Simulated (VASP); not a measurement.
Here is a VASP 6.6.1 calculation.

Contents of INCAR:

```
SYSTEM = InSb
PREC = Accurate
ENCUT = 520
EDIFF = 1E-6
ISMEAR = 0
SIGMA = 0.15
LREAL = .False.
LASPH = .True.
NELM = 80
ALGO = Normal
ISIF = 2
LWAVE = .False.
LCHARG = .False.
GGA = PE
NBANDS = 16
```

File KPOINTS:

```
Automatic mesh
0
Gamma
  12 12 12
  0 0 0
```

The input POSCAR:

```
InSb
1.0
    0.0000000000      3.2391000000      3.2714910000
    3.2391000000      0.0000000000      3.2714910000
    3.2391000000      3.2391000000      0.0000000000
In Sb
1 1
Direct
    0.0000000000      0.0000000000      0.0000000000
    0.7500000000      0.7500000000      0.7500000000
```

Potentials or basis: VASP PAW PBE potentials, release 64 (In_d, Sb).

The run is started by

```sh
$ cat potpaw_PBE.64/In_d/POTCAR potpaw_PBE.64/Sb/POTCAR > POTCAR
$ mpirun -np 1 vasp_std > vasp.out
```

Task: Predict the band gap on the k mesh.

Result: Zero (filled and empty bands touch).

Task: Predict the pressure.

Result: 2.6 GPa.

Stress tensor (GPa, compression positive):
```
2.70 0.00 0.00
0.00 2.70 0.00
0.00 0.00 2.44
```

Caveat: the cell differs from its parent crystal (strain +0.0100 x Voigt [0, 0, 1, 0, 0, 0]); spin-orbit coupling is left out, which moves the levels of the heavy elements.
